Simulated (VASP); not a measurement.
# Fe2O3 (Pn-3m) in VASP: a series of runs

Fe2O3 is run at these levels: PBE; tasks: single point.

Program: VASP 6.6.1. These are calculated values, not measurements. Logs are shortened: lines on timing, memory, paths and dates and some standing lists are left out, and cuts for length are marked.

**1. The cell of the first run**

Symmetry: Pn-3m, No. 224, cubic system. The conventional cell has a = 4.584 Å, b = 4.584 Å, c = 4.584 Å, α = 90.00°, β = 90.00°, γ = 90.00°. Fe (site symmetry -3m) has 6 O at 1.98 Å within 2.6 Å. Within 2.6 Å of O (site symmetry -42m) lie 4 Fe at 1.98 Å and 4 O at 2.29 Å.

**2. Single point, PBE**

INCAR

```
SYSTEM = Fe2O3
PREC = Accurate ; ENCUT = 520
EDIFF = 1E-7 ; ISMEAR = -1
SIGMA = 0.06122561905347299 ; LREAL = .False.
LASPH = .True. ; NELM = 60
ALGO = Normal ; ISIF = 2
LWAVE = .False. ; LCHARG = .False.
GGA = PE ; NBANDS = 45
```

KPOINTS

```
Automatic mesh
0
Gamma
  12 12 12
  0 0 0
```

POSCAR

```
Fe2O3
1.0
    4.5838209668      0.0000000000      0.0000000000
    0.0000000000      4.5838209668      0.0000000000
    0.0000000000      0.0000000000      4.5838209668
Fe O
4 6
Direct
    0.2500000000      0.2500000000      0.2500000000
    0.7500000000      0.7500000000      0.2500000000
    0.7500000000      0.2500000000      0.7500000000
    0.2500000000      0.7500000000      0.7500000000
    0.5000000000      0.0000000000      0.0000000000
    0.0000000000      0.5000000000      0.0000000000
    0.0000000000      0.0000000000      0.5000000000
    0.5000000000      0.5000000000      0.0000000000
    0.5000000000      0.0000000000      0.5000000000
    0.0000000000      0.5000000000      0.5000000000
```

Potentials or basis: VASP PAW PBE potentials, release 64 (Fe, O).

Command:

```console
cat potpaw_PBE.64/Fe/POTCAR potpaw_PBE.64/O/POTCAR > POTCAR
mpirun -np 1 vasp_std > vasp.out
```

OUTCAR:

```text
SYSTEM = Fe2O3
   PREC = Accurate
   ENCUT = 520
   EDIFF = 1E-7
   ISMEAR = -1
   LREAL = .False.
   LASPH = .True.
   NELM = 60
   ISIF = 2
   GGA = PE

 ion  position               nearest neighbor table
   1  0.250  0.250  0.250-   5 1.98   6 1.98   7 1.98   8 1.98   9 1.98  10 1.98
   2  0.750  0.750  0.250-   5 1.98   6 1.98   7 1.98   8 1.98   9 1.98  10 1.98
   3  0.750  0.250  0.750-   5 1.98   6 1.98   7 1.98   8 1.98   9 1.98  10 1.98
   4  0.250  0.750  0.750-   5 1.98   6 1.98   7 1.98   8 1.98   9 1.98  10 1.98
   5  0.500  0.000  0.000-   1 1.98   2 1.98   3 1.98   4 1.98
   6  0.000  0.500  0.000-   1 1.98   2 1.98   3 1.98   4 1.98
   7  0.000  0.000  0.500-   1 1.98   2 1.98   3 1.98   4 1.98
   8  0.500  0.500  0.000-   1 1.98   2 1.98   3 1.98   4 1.98
   9  0.500  0.000  0.500-   1 1.98   2 1.98   3 1.98   4 1.98
  10  0.000  0.500  0.500-   1 1.98   2 1.98   3 1.98   4 1.98

  LATTYP: Found a simple cubic cell.
 ALAT       =     4.5838209668

  Lattice vectors:

 A1 = (   4.5838209668,   0.0000000000,   0.0000000000)
 A2 = (   0.0000000000,   4.5838209668,   0.0000000000)
 A3 = (   0.0000000000,   0.0000000000,   4.5838209668)

Analysis of symmetry for initial positions (statically):
=====================================================================
 Subroutine PRICEL returns:
 Original cell was already a primitive cell.

 Routine SETGRP: Setting up the symmetry group for a
 simple cubic supercell.

 Subroutine GETGRP returns: Found 48 space group operations
 (whereof 24 operations were pure point group operations)
 out of a pool of 48 trial point group operations.

The static configuration has the point symmetry T_d .
 The point group associated with its full space group is O_h .

Analysis of symmetry for dynamics (positions and initial velocities):
=====================================================================
 Subroutine PRICEL returns:
 Original cell was already a primitive cell.

 Routine SETGRP: Setting up the symmetry group for a
 simple cubic supercell.

 Subroutine GETGRP returns: Found 48 space group operations
 (whereof 24 operations were pure point group operations)
 out of a pool of 48 trial point group operations.

The dynamic configuration has the point symmetry T_d .
 The point group associated with its full space group is O_h .

 Subroutine INISYM returns: Found 48 space group operations
 (whereof 24 operations are pure point group operations),
 and found     1 'primitive' translations

----------------------------------------------------------------------------------------

                                     Primitive cell

  volume of cell :      96.3126

  direct lattice vectors                    reciprocal lattice vectors
     4.583820967  0.000000000  0.000000000     0.218158608  0.000000000  0.000000000
     0.000000000  4.583820967  0.000000000     0.000000000  0.218158608  0.000000000
     0.000000000  0.000000000  4.583820967     0.000000000  0.000000000  0.218158608

  length of vectors
     4.583820967  4.583820967  4.583820967     0.218158608  0.218158608  0.218158608

  position of ions in fractional coordinates (direct lattice)
     0.250000000  0.250000000  0.250000000
     0.750000000  0.750000000  0.250000000
     0.750000000  0.250000000  0.750000000
     0.250000000  0.750000000  0.750000000
     0.500000000  0.000000000  0.000000000
     0.000000000  0.500000000  0.000000000
     0.000000000  0.000000000  0.500000000
     0.500000000  0.500000000  0.000000000
     0.500000000  0.000000000  0.500000000
     0.000000000  0.500000000  0.500000000

  ion indices of the primitive-cell ions
   primitive index   ion index
                 1           1
                 2           2
                 3           3
                 4           4
                 5           5
                 6           6
                 7           7
                 8           8
                 9           9
                10          10

----------------------------------------------------------------------------------------

 KPOINTS: Automatic mesh

Automatic generation of k-mesh.
 Grid dimensions read from file:
 generate k-points for:   12   12   12

 Generating k-lattice:

  Cartesian coordinates                     Fractional coordinates (reciprocal lattice)
     0.018179884  0.000000000  0.000000000     0.083333333  0.000000000  0.000000000
     0.000000000  0.018179884  0.000000000     0.000000000  0.083333333  0.000000000
     0.000000000  0.000000000  0.018179884     0.000000000  0.000000000  0.083333333

  Length of vectors
     0.018179884  0.018179884  0.018179884

  Shift w.r.t. Gamma in fractional coordinates (k-lattice)
     0.000000000  0.000000000  0.000000000

 Subroutine IBZKPT returns following result:
 ===========================================

 Found     84 irreducible k-points:

 Following reciprocal coordinates:
            Coordinates               Weight
  0.000000  0.000000  0.000000      1.000000
  0.083333  0.000000  0.000000      6.000000
  0.166667  0.000000  0.000000      6.000000
  0.250000  0.000000  0.000000      6.000000
  0.333333  0.000000  0.000000      6.000000
  0.416667  0.000000  0.000000      6.000000
[... 16 lines left out ...]
  0.333333  0.333333  0.000000     12.000000
  0.416667  0.333333  0.000000     24.000000
 [... further k-points ...]
   k-points           NKPTS =     84   k-points in BZ     NKDIM =     84   number of bands    NBANDS=     45
   number of dos      NEDOS =    301   number of ions     NIONS =     10
   total plane-waves  NPLWV =  46656
   dimension x,y,z NGX =    36 NGY =   36 NGZ =   36
   dimension x,y,z NGXF=    72 NGYF=   72 NGZF=   72
   ions per type =               4   6
   NGX,Y,Z   is equivalent  to a cutoff of  13.06, 13.06, 13.06 a.u.
   NGXF,Y,Z  is equivalent  to a cutoff of  26.11, 26.11, 26.11 a.u.
 SYSTEM =  Fe2O3
   PREC   = accura    normal or accurate (medium, high low for compatibility)
   ISTART =      0    job   : 0-new  1-cont  2-samecut
   ICHARG =      2    charge: 1-file 2-atom 10-const
   ISPIN  =      1    spin polarized calculation?
   LNONCOLLINEAR =      F non collinear calculations
   LSORBIT =      F    spin-orbit coupling
   LASPH  =      T    aspherical Exc in radial PAW
   ENCUT  =  520.0 eV  38.22 Ry    6.18 a.u.   8.52  8.52  8.52*2*pi/ulx,y,z
   NELM   =     60;   NELMIN=  2; NELMDL= -5     # of ELM steps
   EDIFF  = 0.1E-06   stopping-criterion for ELM
   LREAL  =      F    real-space projection
   EDIFFG = 0.1E-05   stopping-criterion for IOM
   NSW    =      0    number of steps for IOM
   IBRION =     -1    ionic relax: 0-MD 1-quasi-New 2-CG
   NFREE  =      0    steps in history (QN), initial steepest desc. (CG)
   ISIF   =      2    stress and relaxation
   ISYM   =      2    0-nonsym 1-usesym 2-fastsym
   POTIM  = 0.5000    time-step for ionic-motion
   TEBEG  =    0.0;   TEEND  =   0.0 temperature during run
   PSTRESS=    0.0 pullay stress
   NELECT =      68.0000    total number of electrons
   NUPDOWN=      -1.0000    fix difference up-down
   EMIN   =  10.00;   EMAX   =-10.00  energy-range for DOS
   EFERMI =   0.00;   METHOD = LEGACY
   ISMEAR =    -1;   SIGMA  =   0.06  broadening in eV -4-tet -1-fermi 0-gaus
   EFERMI_NEDOS =   21; number of points for ismear=-14 and -15
   IALGO  =     38    algorithm
   IMIX   =      4    mixing-type and parameters
     AMIX     =   0.40;   BMIX     =  1.00
     AMIX_MAG =   1.60;   BMIX_MAG =  1.00
  volume/ion in A,a.u.               =       9.63        64.99
  Fermi-wavevector in a.u.,A,eV,Ry     =   1.457751  2.754751 28.912916  2.125039
  Thomas-Fermi vector in A             =   2.574516
   LORBIT       =      0    0 simple, 1 ext, 2 COOP (PROOUT), +10 PAW based schemes
   GGA     = PE    functional components
   LHFCALC =     F    Hartree Fock is set to
   AEXX    =    0.0000 exact exchange contribution
   IVDW    =     0    specifies the selected vdW correction
   LEPSILON=     F    determine dielectric tensor
   LRPA    =     F    only Hartree local field effects (RPA)
 non-spin polarized calculation
  energy-cutoff  :      520.00
  volume of cell :       96.31
 maximum number of plane-waves:      2624
 NGX is ok and might be reduce to    36
   NGX = 17   NGY = 17   NGZ = 17

 number of electron      67.9999995 magnetization

 Free energy of the ion-electron system (eV)
  ---------------------------------------------------
  ext. energy  EPLUGINS =         0.00000000
  ---------------------------------------------------
  free energy    TOTEN  =       -70.26867789 eV

  energy without entropy =      -70.09092253  energy(sigma->0) =      -70.17980021

 E-fermi :   4.2624     XC(G=0): -11.8962

 val. band max:        4.2613651903   @ k =   0.4167   0.3333   0.0000
 cond. band min:       4.2650209144   @ k =   0.5000   0.5000   0.3333
 fundamental gap:      0.0036557241
 Fermi energy:         4.2623532216

 k-point     1 :       0.0000    0.0000    0.0000
  band No.  band energies     occupation
      1     -16.2358      2.00000
      2     -14.7388      2.00000
      3     -14.7388      2.00000
      4     -13.6226      2.00000
      5     -13.6226      2.00000
      6     -12.6650      2.00000
[... 37 lines left out ...]
     44       6.8618      0.00000
     45       7.9902      0.00000

 k-point     2 :       0.0833    0.0000    0.0000
  band No.  band energies     occupation
      1     -16.2119      2.00000
      2     -14.7644      2.00000
      3     -14.7229      2.00000
      4     -13.6454      2.00000
      5     -13.6123      2.00000
      6     -12.6938      2.00000
[... 37 lines left out ...]
     44       6.8325      0.00000
     45       8.1368      0.00000

 k-point     3 :       0.1667    0.0000    0.0000
  band No.  band energies     occupation
      1     -16.1418      2.00000
      2     -14.8398      2.00000
      3     -14.6752      2.00000
      4     -13.7117      2.00000
      5     -13.5817      2.00000
      6     -12.7733      2.00000
[... 997 lines left out ...]
     44       6.6833      0.00000
     45      10.3992      0.00000

 k-point    24 :       0.4167    0.3333    0.0000
  band No.  band energies     occupation
      1     -15.4203      2.00000
      2     -15.1351      2.00000
      3     -14.4896      2.00000
      4     -14.2277      2.00000
      5     -13.5545      2.00000
      6     -13.4159      2.00000
[... 37 lines left out ...]
     44       6.6519      0.00000
     45      10.6802      0.00000

 [... further k-points ...]
[... 5 lines left out ...]
  --------------------------------------------------------------------------------------
  -------------------------------------------------------------------------------------
  Total       -6.7164825     -6.7164825     -6.7164825      0.0000000      0.0000000      0.0000000
  in kB     -111.7299300   -111.7299300   -111.7299300      0.0000000      0.0000000      0.0000000
  external PRESSURE =    -111.7299300 kB  Pullay stress =       0.0000000 kB

 VOLUME and BASIS-vectors are now :
 -----------------------------------------------------------------------------
  energy-cutoff  :      520.00
  volume of cell :       96.31
      direct lattice vectors                 reciprocal lattice vectors
     4.583820967  0.000000000  0.000000000     0.218158608  0.000000000  0.000000000
     0.000000000  4.583820967  0.000000000     0.000000000  0.218158608  0.000000000
     0.000000000  0.000000000  4.583820967     0.000000000  0.000000000  0.218158608

 POSITION                                       TOTAL-FORCE (eV/Angst)
 -----------------------------------------------------------------------------------
      1.14596      1.14596      1.14596         0.000000     -0.000000     -0.000000
      3.43787      3.43787      1.14596        -0.000000      0.000000      0.000000
      3.43787      1.14596      3.43787         0.000000      0.000000      0.000000
      1.14596      3.43787      3.43787        -0.000000      0.000000      0.000000
      2.29191      0.00000      0.00000        -0.000000     -0.000000     -0.000000
      0.00000      2.29191      0.00000         0.000000     -0.000000      0.000000
      0.00000      0.00000      2.29191        -0.000000     -0.000000     -0.000000
      2.29191      2.29191      0.00000         0.000000     -0.000000     -0.000000
      2.29191      0.00000      2.29191         0.000000     -0.000000     -0.000000
      0.00000      2.29191      2.29191         0.000000      0.000000     -0.000000
 -----------------------------------------------------------------------------------
    total drift:                               -0.000000      0.000000     -0.000000

  FREE ENERGIE OF THE ION-ELECTRON SYSTEM (eV)
  ---------------------------------------------------
  free  energy   TOTEN  =       -70.2686778864 eV

  energy  without entropy=      -70.0909225279  energy(sigma->0) =      -70.17980021
```

Run time: 18 min. Hardware: 1 thread of AMD EPYC, shared host; peak memory 0.36 GiB.

What came out:

```
Free energy            : -70.2687 eV
Pressure               : -11.2 GPa
Band gap on the k mesh : zero (band 34 reaches 4.57 eV, above the bottom of band 35 at 4.26 eV)
```

Caveat: the run has no spin polarisation, though such a crystal can be magnetic; semilocal functionals often make such compounds metallic where correlation or magnetic order opens a gap, which also shifts bond lengths. Spin polarisation is off, so any magnetic state and its effect on volume and gap are missing.

**3. Single point, PBE**

This run uses another cell than the first one, of 8.72 Å³/atom, 0.906 times its volume.

INCAR

```
SYSTEM = Fe2O3
PREC     = Accurate       ! precision mode
ENCUT    = 520            ! plane-wave cutoff, eV
EDIFF    = 1E-6           ! SCF threshold, eV
ISMEAR   = -1             ! smearing method
SIGMA    = 0.06122561905347299 ! smearing width, eV
LREAL    = .False.        ! projectors in reciprocal space
LASPH    = .True.         ! aspherical terms in the spheres
NELM     = 80             ! most SCF steps
ALGO     = Normal         ! electronic algorithm
ISIF     = 2              ! what is computed and relaxed
LWAVE    = .False.        ! write WAVECAR
LCHARG   = .True.         ! write CHGCAR
GGA      = PE             ! functional
LELF     = .True.         ! ELF
LVHAR    = .True.       
NBANDS   = 45             ! bands
```

KPOINTS is that of step 2.

POSCAR: that of step 2 with these lines changed.

```diff
@@ -2,5 +2,5 @@
 1.0
-    4.5838209668      0.0000000000      0.0000000000
-    0.0000000000      4.5838209668      0.0000000000
-    0.0000000000      0.0000000000      4.5838209668
+    4.4348891525      0.0000000000      0.0000000000
+    0.0000000000      4.4348891525      0.0000000000
+    0.0000000000      0.0000000000      4.4348891525
 Fe O
```

Potentials or basis: VASP PAW PBE potentials, release 64 (Fe, O).

Command:

```console
cat potpaw_PBE.64/Fe/POTCAR potpaw_PBE.64/O/POTCAR > POTCAR
mpirun -np 1 vasp_std > vasp.out
```

Run time: 6.5 min. Hardware: 1 thread of Oxide Virtual Turin-like, shared host; peak memory 0.33 GiB.

The run converged. Its results:

```yaml
Free_energy: -70.2759 eV
Pressure: 12.7 GPa
Band_gap_on_the_k_mesh: zero (band 34 reaches 5.78 eV, above the bottom of band 35 at 5.40 eV)
```

Levels at points of the mesh, in eV from the Fermi level:
```tsv
k point	band 30	band 31	band 32	band 33	band 34	band 35	band 36	band 37	band 38	band 39
(0.00, 0.00, 0.00)	-0.67	-0.48	-0.48	-0.48	0.37	0.37	0.37	0.70	0.70	2.58
(0.50, 0.00, 0.00)	-0.56	-0.36	-0.36	0.03	0.03	0.17	0.17	1.22	1.22	2.08
(0.50, 0.50, 0.00)	-0.61	-0.34	-0.34	-0.03	-0.03	0.09	0.09	1.53	1.53	1.81
(0.50, 0.50, 0.50)	-0.87	-0.67	-0.67	-0.67	0.06	0.06	0.06	0.91	0.91	0.91
```

Caveat: the run has no spin polarisation, though such a crystal can be magnetic; semilocal functionals often make such compounds metallic where correlation or magnetic order opens a gap, which also shifts bond lengths.

**4. Single point, PBE**

This run uses another cell than the first one, of 8.90 Å³/atom, 0.925 times its volume.

INCAR

```
PREC = Accurate
ENCUT = 520
EDIFF = 1E-6
ISMEAR = -1
SIGMA = 0.06122561905347299
LREAL = False
LASPH = True
NELM = 80
ALGO = Normal
ISIF = 2
LWAVE = False
LCHARG = True
GGA = PE
LELF = True
LVHAR = True
NBANDS = 45
```

KPOINTS

```
regular mesh
0
Gamma
  12 12 12
```

POSCAR: that of step 3 with these lines changed.

```diff
@@ -2,5 +2,5 @@
 1.0
-    4.4348891525      0.0000000000      0.0000000000
-    0.0000000000      4.4348891525      0.0000000000
-    0.0000000000      0.0000000000      4.4348891525
+    4.4654755615      0.0000000000      0.0000000000
+    0.0000000000      4.4654755615      0.0000000000
+    0.0000000000      0.0000000000      4.4654755615
 Fe O
```

Command:

```console
cat potpaw_PBE.64/Fe/POTCAR potpaw_PBE.64/O/POTCAR > POTCAR
mpirun -np 1 vasp_std > vasp.out
```

It took 7.5 min on 1 thread of Oxide Virtual Turin-like, shared host; peak memory 0.33 GiB.

Results (log left out):

```yaml
Free_energy: -70.3884 eV
Pressure: 6.8 GPa
Band_gap_on_the_k_mesh: zero (band 34 reaches 5.52 eV, above the bottom of band 35 at 5.16 eV)
```

Levels at points of the mesh, in eV from the Fermi level:
```
           k point  band 32  band 33  band 34  band 35  band 36  band 37
(0.00, 0.00, 0.00)    -0.47    -0.47     0.35     0.35     0.35     0.64
(0.50, 0.00, 0.00)    -0.35     0.03     0.03     0.17     0.17     1.16
(0.50, 0.50, 0.00)    -0.33    -0.03    -0.03     0.09     0.09     1.48
(0.50, 0.50, 0.50)    -0.64    -0.64     0.06     0.06     0.06     0.86
```

Caveat: the run has no spin polarisation, though such a crystal can be magnetic; semilocal functionals often make such compounds metallic where correlation or magnetic order opens a gap, which also shifts bond lengths.

**5. Single point, PBE**

This run uses another cell than the first one, of 9.45 Å³/atom, 0.981 times its volume.

INCAR

```
  ALGO = Normal
  EDIFF = 1E-6
  ENCUT = 520
  GGA = PE
  ISIF = 2
  ISMEAR = -1
  LASPH = True
  LCHARG = True
  LELF = True
  LREAL = False
  LVHAR = True
  LWAVE = False
  NBANDS = 45
  NELM = 100
  PREC = Accurate
  SIGMA = 0.06122561905347299
```

KPOINTS

```
k-points
0
Gamma
  12 12 12
```

POSCAR: that of step 4 with these lines changed.

```diff
@@ -2,5 +2,5 @@
 1.0
-    4.4654755615      0.0000000000      0.0000000000
-    0.0000000000      4.4654755615      0.0000000000
-    0.0000000000      0.0000000000      4.4654755615
+    4.5548086644      0.0000000000      0.0000000000
+    0.0000000000      4.5548086644      0.0000000000
+    0.0000000000      0.0000000000      4.5548086644
 Fe O
```

Command:

```console
cat potpaw_PBE.64/Fe/POTCAR potpaw_PBE.64/O/POTCAR > POTCAR
mpirun -np 1 vasp_std > vasp.out
```

It took 6.9 min on 1 thread of Oxide Virtual Turin-like, shared host; peak memory 0.34 GiB.

Results (log left out):

```
Free energy            : -70.3720 eV
Pressure               : -7.4 GPa
Band gap on the k mesh : zero (band 34 reaches 4.79 eV, above the bottom of band 35 at 4.47 eV)
```

Levels at points of the mesh, in eV from the Fermi level:
```tsv
k point	band 32	band 33	band 34	band 35	band 36	band 37
(0.00, 0.00, 0.00)	-0.42	-0.42	0.32	0.32	0.32	0.51
(0.50, 0.00, 0.00)	-0.33	0.03	0.03	0.15	0.15	1.01
(0.50, 0.50, 0.00)	-0.31	-0.03	-0.03	0.08	0.08	1.35
(0.50, 0.50, 0.50)	-0.58	-0.58	0.05	0.05	0.05	0.71
```

Caveat: the run has no spin polarisation, though such a crystal can be magnetic; semilocal functionals often make such compounds metallic where correlation or magnetic order opens a gap, which also shifts bond lengths. With open d or f shells a metallic result of PBE can be an artefact of self-interaction; +U or a hybrid may open a gap.

**6. Summary**

```csv
cell,gap on the mesh (eV),pressure (GPa)
"a = 4.584 Å, 10 atoms",none,-11.2
"a = 4.435 Å, 10 atoms",none,12.7
"a = 4.465 Å, 10 atoms",none,6.8
"a = 4.555 Å, 10 atoms",none,-7.4
```

Alike in all rows: task single point; level PBE; potentials or basis VASP PAW PBE potentials, release 64 (Fe, O); no spin polarisation; k mesh 12 × 12 × 12; cutoff (eV) 520; smearing fermi-dirac 0.0612256 eV.

Caveats: the run has no spin polarisation, though such a crystal can be magnetic; semilocal functionals often make such compounds metallic where correlation or magnetic order opens a gap, which also shifts bond lengths.

Total energies depend on the potentials used, so only differences within one code and one set of settings carry meaning.
